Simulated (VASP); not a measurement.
# Ti4CN5O in VASP: a series of runs

Ti4CN5O is run at these levels: PBEsol; tasks: single point.

Program: VASP 6.6.1. These are calculated values, not measurements. Logs are shortened: lines on timing, memory, paths and dates and some standing lists are left out, and cuts for length are marked.

### Step 1. The cell of the first run

The cell holds a slab with vacuum, 11 atoms: a = 2.973 Å, b = 2.973 Å, c = 29.859 Å, α = 90.00°, β = 90.00°, γ = 120.00°.

### Step 2. Single point, PBEsol

Contents of INCAR:

```
PREC     = Accurate       # precision mode
ENCUT    = 520            # plane-wave cutoff, eV
EDIFF    = 1E-7           # SCF threshold, eV
ISMEAR   = 0              # smearing method
SIGMA    = 0.1            # smearing width, eV
LREAL    = False          # projectors in reciprocal space
LASPH    = True           # aspherical terms in the spheres
NELM     = 60             # most SCF steps
ALGO     = Normal         # electronic algorithm
ISIF     = 2              # what is computed and relaxed
LWAVE    = False          # write WAVECAR
LCHARG   = False          # write CHGCAR
LDIPOL   = True         
IDIPOL   = 3            
DIPOL    = 0.5 0.5 0.488
GGA      = PS             # functional
NBANDS   = 52             # bands
```

Contents of KPOINTS:

```
Automatic mesh
0
Gamma
  12 12 1
```

Contents of POSCAR:

```
Ti4CN5O
1.0
    2.9726300482      0.0000000000      0.0000000000
   -1.4863150241      2.5743731378      0.0000000000
    0.0000000000      0.0000000000     29.8585690827
N Ti C O
5 4 1 1
Direct
    0.3333333333      0.6666666667      0.2846753968
    0.0000000000      0.0000000000      0.3659633602
    0.6666666667      0.3333333333      0.4474021854
    0.3333333333      0.6666666667      0.5291107051
    0.0000000000      0.0000000000      0.6117359139
    0.6666666667      0.3333333333      0.3253193784
    0.3333333333      0.6666666667      0.4066073418
    0.0000000000      0.0000000000      0.4891567537
    0.6666666667      0.3333333333      0.5662601687
    0.0000000000      0.0000000000      0.6529547667
    0.0000000000      0.0000000000      0.6920886063
```

Potentials or basis: VASP PAW PBE potentials, release 64 (N, Ti_sv, C, O).

The run is started by

```
cat potpaw_PBE.64/N/POTCAR potpaw_PBE.64/Ti_sv/POTCAR potpaw_PBE.64/C/POTCAR potpaw_PBE.64/O/POTCAR > POTCAR
mpirun -np 1 vasp_std > vasp.out
```

OUTCAR:

```text
PREC = Accurate
   ENCUT = 520
   EDIFF = 1E-7
   ISMEAR = 0
   LREAL = False
   LASPH = True
   NELM = 60
   ISIF = 2
   GGA = PS

 ion  position               nearest neighbor table
   1  0.333  0.667  0.285-   6 2.10   6 2.10   6 2.10
   2  0.000  0.000  0.366-   7 2.10   7 2.10   7 2.10   6 2.10   6 2.10   6 2.10
   3  0.667  0.333  0.447-   7 2.10   7 2.10   7 2.10   8 2.12   8 2.12   8 2.12
   4  0.333  0.667  0.529-   9 2.04   9 2.04   9 2.04   8 2.09   8 2.09   8 2.09
   5  0.000  0.000  0.612-  10 1.23   9 2.19   9 2.19   9 2.19
   6  0.667  0.333  0.325-   1 2.10   1 2.10   1 2.10   2 2.10   2 2.10   2 2.10
   7  0.333  0.667  0.407-   2 2.10   2 2.10   2 2.10   3 2.10   3 2.10   3 2.10
   8  0.000  0.000  0.489-   4 2.09   4 2.09   4 2.09   3 2.12   3 2.12   3 2.12   9 2.87   9 2.87
                             9 2.87
   9  0.667  0.333  0.566-   4 2.04   4 2.04   4 2.04   5 2.19   5 2.19   5 2.19   8 2.87   8 2.87
                             8 2.87
  10  0.000  0.000  0.653-  11 1.17   5 1.23
  11  0.000  0.000  0.692-  10 1.17

  LATTYP: Found a hexagonal cell.
 ALAT       =     2.9726300482
 C/A-ratio  =    10.0444954799

  Lattice vectors:

 A1 = (   2.9726300482,   0.0000000000,   0.0000000000)
 A2 = (  -1.4863150241,   2.5743731378,   0.0000000000)
 A3 = (   0.0000000000,   0.0000000000,  29.8585690827)

Analysis of symmetry for initial positions (statically):
=====================================================================
 Subroutine PRICEL returns:
 Original cell was already a primitive cell.

 Routine SETGRP: Setting up the symmetry group for a
 hexagonal supercell.

 Subroutine GETGRP returns: Found  6 space group operations
 (whereof  6 operations were pure point group operations)
 out of a pool of 24 trial point group operations.

The static configuration has the point symmetry C_3v.

Analysis of symmetry for dynamics (positions and initial velocities):
=====================================================================
 Subroutine PRICEL returns:
 Original cell was already a primitive cell.

 Routine SETGRP: Setting up the symmetry group for a
 hexagonal supercell.

 Subroutine GETGRP returns: Found  6 space group operations
 (whereof  6 operations were pure point group operations)
 out of a pool of 24 trial point group operations.

The dynamic configuration has the point symmetry C_3v.

 Subroutine INISYM returns: Found  6 space group operations
 (whereof  6 operations are pure point group operations),
 and found     1 'primitive' translations

----------------------------------------------------------------------------------------

                                     Primitive cell

  volume of cell :     228.4974

  direct lattice vectors                    reciprocal lattice vectors
     2.972630048  0.000000000  0.000000000     0.336402440  0.194222039  0.000000000
    -1.486315024  2.574373138  0.000000000     0.000000000  0.388444078  0.000000000
     0.000000000  0.000000000 29.858569083     0.000000000  0.000000000  0.033491223

  length of vectors
     2.972630048  2.972630048 29.858569083     0.388444078  0.388444078  0.033491223

  position of ions in fractional coordinates (direct lattice)
     0.333333333  0.666666667  0.284675397
     0.000000000  0.000000000  0.365963360
     0.666666667  0.333333333  0.447402185
     0.333333333  0.666666667  0.529110705
     0.000000000  0.000000000  0.611735914
     0.666666667  0.333333333  0.325319378
     0.333333333  0.666666667  0.406607342
     0.000000000  0.000000000  0.489156754
     0.666666667  0.333333333  0.566260169
     0.000000000  0.000000000  0.652954767
     0.000000000  0.000000000  0.692088606

  ion indices of the primitive-cell ions
   primitive index   ion index
                 1           1
                 2           2
                 3           3
                 4           4
                 5           5
                 6           6
                 7           7
                 8           8
                 9           9
                10          10
                11          11

----------------------------------------------------------------------------------------

 KPOINTS: Automatic mesh

Automatic generation of k-mesh.
 Grid dimensions read from file:
 generate k-points for:   12   12    1

 Generating k-lattice:

  Cartesian coordinates                     Fractional coordinates (reciprocal lattice)
     0.028033537  0.016185170  0.000000000     0.083333333 -0.000000000  0.000000000
     0.000000000  0.032370340  0.000000000     0.000000000  0.083333333  0.000000000
     0.000000000  0.000000000  0.033491223     0.000000000  0.000000000  1.000000000

  Length of vectors
     0.032370340  0.032370340  0.033491223

  Shift w.r.t. Gamma in fractional coordinates (k-lattice)
     0.000000000  0.000000000  0.000000000

 Subroutine IBZKPT returns following result:
 ===========================================

 Found     19 irreducible k-points:

 Following reciprocal coordinates:
            Coordinates               Weight
  0.000000  0.000000  0.000000      1.000000
  0.083333  0.000000  0.000000      6.000000
  0.166667 -0.000000  0.000000      6.000000
  0.250000  0.000000  0.000000      6.000000
  0.333333  0.000000  0.000000      6.000000
  0.416667  0.000000  0.000000      6.000000
[... 11 lines left out ...]
  0.333333  0.250000  0.000000     12.000000
  0.333333  0.333333  0.000000      2.000000
   k-points           NKPTS =     19   k-points in BZ     NKDIM =     19   number of bands    NBANDS=     52
   number of dos      NEDOS =    301   number of ions     NIONS =     11
   total plane-waves  NPLWV = 129024
   dimension x,y,z NGX =    24 NGY =   24 NGZ =  224
   dimension x,y,z NGXF=    48 NGYF=   48 NGZF=  448
   ions per type =               5   4   1   1
   NGX,Y,Z   is equivalent  to a cutoff of  13.42, 13.42, 12.47 a.u.
   NGXF,Y,Z  is equivalent  to a cutoff of  26.84, 26.84, 24.94 a.u.
 SYSTEM =  unknown system
   PREC   = accura    normal or accurate (medium, high low for compatibility)
   ISTART =      0    job   : 0-new  1-cont  2-samecut
   ICHARG =      2    charge: 1-file 2-atom 10-const
   ISPIN  =      1    spin polarized calculation?
   LNONCOLLINEAR =      F non collinear calculations
   LSORBIT =      F    spin-orbit coupling
   LASPH  =      T    aspherical Exc in radial PAW
   ENCUT  =  520.0 eV  38.22 Ry    6.18 a.u.   5.53  5.53 55.52*2*pi/ulx,y,z
   NELM   =     60;   NELMIN=  2; NELMDL= -5     # of ELM steps
   EDIFF  = 0.1E-06   stopping-criterion for ELM
   LREAL  =      F    real-space projection
   EDIFFG = 0.1E-05   stopping-criterion for IOM
   NSW    =      0    number of steps for IOM
   IBRION =     -1    ionic relax: 0-MD 1-quasi-New 2-CG
   NFREE  =      0    steps in history (QN), initial steepest desc. (CG)
   ISIF   =      2    stress and relaxation
   ISYM   =      2    0-nonsym 1-usesym 2-fastsym
   POTIM  = 0.5000    time-step for ionic-motion
   TEBEG  =    0.0;   TEEND  =   0.0 temperature during run
   PSTRESS=    0.0 pullay stress
   NELECT =      83.0000    total number of electrons
   NUPDOWN=      -1.0000    fix difference up-down
   EMIN   =  10.00;   EMAX   =-10.00  energy-range for DOS
   EFERMI =   0.00;   METHOD = LEGACY
   ISMEAR =     0;   SIGMA  =   0.10  broadening in eV -4-tet -1-fermi 0-gaus
   EFERMI_NEDOS =   21; number of points for ismear=-14 and -15
   IALGO  =     38    algorithm
   IMIX   =      4    mixing-type and parameters
     AMIX     =   0.40;   BMIX     =  1.00
     AMIX_MAG =   1.60;   BMIX_MAG =  1.00
  volume/ion in A,a.u.               =      20.77       140.18
  Fermi-wavevector in a.u.,A,eV,Ry     =   1.168083  2.207357 18.564036  1.364418
  Thomas-Fermi vector in A             =   2.304575
   LORBIT       =      0    0 simple, 1 ext, 2 COOP (PROOUT), +10 PAW based schemes
   GGA     = PS    functional components
   LHFCALC =     F    Hartree Fock is set to
   AEXX    =    0.0000 exact exchange contribution
   IVDW    =     0    specifies the selected vdW correction
   LEPSILON=     F    determine dielectric tensor
   LRPA    =     F    only Hartree local field effects (RPA)
 non-spin polarized calculation
 Gauss-broadening in eV      SIGMA  =   0.10
  energy-cutoff  :      520.00
  volume of cell :      228.50
 maximum number of plane-waves:      6267
 NGX is ok and might be reduce to    24
   NGX = 11   NGY = 11   NGZ =111

 dipolmoment           0.000000      0.000000      0.131180 electrons x Angstroem

 number of electron      83.0000012 magnetization

 dipolmoment           0.000000      0.000000     -0.113167 electrons x Angstroem

 Free energy of the ion-electron system (eV)
  ---------------------------------------------------
  ext. energy  EPLUGINS =         0.00000000
  ---------------------------------------------------
  free energy    TOTEN  =      -105.26885527 eV

  energy without entropy =     -105.24861930  energy(sigma->0) =     -105.25873729

 E-fermi :   0.4535     XC(G=0):  -6.1221

 val. band max:        0.4246805173   @ k =   0.4167   0.0833   0.0000
 cond. band min:       0.4718568753   @ k =   0.3333   0.0833   0.0000
 fundamental gap:      0.0471763580
 Fermi energy:         0.4535053459

 k-point     1 :       0.0000    0.0000    0.0000
  band No.  band energies     occupation
      1     -57.0771      2.00000
      2     -56.9857      2.00000
      3     -56.8973      2.00000
      4     -55.8311      2.00000
      5     -33.7607      2.00000
      6     -33.5224      2.00000
[... 44 lines left out ...]
     51       2.0970      0.00000
     52       2.7095      0.00000
[... 988 lines left out ...]
     51       3.4079      0.00000
     52       3.5261      0.00000

------------------------ aborting loop because EDIFF is reached ----------------------------------------

 vacuum level on the upper side and lower side of the slab       (xc-potential included)        -1.493         1.138

  FORCE on cell =-STRESS in cart. coord.  units (eV):
  Direction    XX          YY          ZZ          XY          YZ          ZX
  --------------------------------------------------------------------------------------
  -------------------------------------------------------------------------------------
  Total        1.0807269      1.0807269     -2.6012594      0.0000000     -0.0000000      0.0000000
  in kB        7.5778359      7.5778359    -18.2394989      0.0000000     -0.0000000      0.0000000
  external PRESSURE =      -1.0279424 kB  Pullay stress =       0.0000000 kB

 VOLUME and BASIS-vectors are now :
 -----------------------------------------------------------------------------
  energy-cutoff  :      520.00
  volume of cell :      228.50
      direct lattice vectors                 reciprocal lattice vectors
     2.972630048  0.000000000  0.000000000     0.336402440  0.194222039  0.000000000
    -1.486315024  2.574373138  0.000000000     0.000000000  0.388444078  0.000000000
     0.000000000  0.000000000 29.858569083     0.000000000  0.000000000  0.033491223

 POSITION                                       TOTAL-FORCE (eV/Angst)
 -----------------------------------------------------------------------------------
     -0.00000      1.71625      8.50000        -0.000000      0.000000      4.404592
      0.00000      0.00000     10.92714        -0.000000      0.000000      1.264942
      1.48632      0.85812     13.35879        -0.000000      0.000000      0.000069
     -0.00000      1.71625     15.79849        -0.000000     -0.000000      0.006200
      0.00000      0.00000     18.26556        -0.000000     -0.000000     -0.102615
      1.48632      0.85812      9.71357         0.000000     -0.000000     -5.735342
     -0.00000      1.71625     12.14071        -0.000000      0.000000      0.037835
      0.00000      0.00000     14.60552        -0.000000      0.000000     -0.010578
      1.48632      0.85812     16.90772         0.000000     -0.000000      0.014716
      0.00000      0.00000     19.49630        -0.000000      0.000000     -0.614525
      0.00000      0.00000     20.66478        -0.000000      0.000000      0.734704
 -----------------------------------------------------------------------------------
    total drift:                               -0.000000      0.000000      0.000084

  FREE ENERGIE OF THE ION-ELECTRON SYSTEM (eV)
  ---------------------------------------------------
  free  energy   TOTEN  =      -105.2688552722 eV

  energy  without entropy=     -105.2486192999  energy(sigma->0) =     -105.25873729

 vacuum level on the upper side and lower side of the slab         5.706         8.387
```

Wall time 8.7 min (1 thread of AMD EPYC 9R45 (Zen 5), shared host); peak memory 0.45 GiB.

What came out:

```yaml
Free_energy: -105.2689 eV
Largest_force: 5.735 eV/Å
Band_gap_on_the_k_mesh: zero (an odd number of electrons rules out a gap without spin polarisation)
```

Forces in eV/Å, atoms in the order of the input:
```
N    0.000  0.000  4.405
N    0.000  0.000  1.265
N    0.000  0.000  0.000
N    0.000  0.000  0.006
N    0.000  0.000 -0.103
Ti   0.000  0.000 -5.735
Ti   0.000  0.000  0.038
Ti   0.000  0.000 -0.011
Ti   0.000  0.000  0.015
C    0.000  0.000 -0.615
O    0.000  0.000  0.735
```

Levels at points of the mesh, in eV from the Fermi level:
```csv
k point,band 38,band 39,band 40,band 41,band 42,band 43,band 44,band 45,band 46,band 47
"(0.00, 0.00, 0.00)",-1.19,-0.50,-0.50,-0.12,-0.10,-0.10,0.44,0.44,0.78,1.34
"(0.50, 0.00, 0.00)",-2.94,-2.02,-1.33,-0.39,-0.16,1.02,1.39,1.87,1.96,1.99
```

Caveat: the PAW data sets were made with another functional, which shifts forces and pressure a little; an odd number of electrons without spin polarisation forces a metal; a magnetic or distorted state may lie lower.

[end of part 1 of 2]

The gap in the log of VASP goes by the Fermi energy; the results here count the filled bands.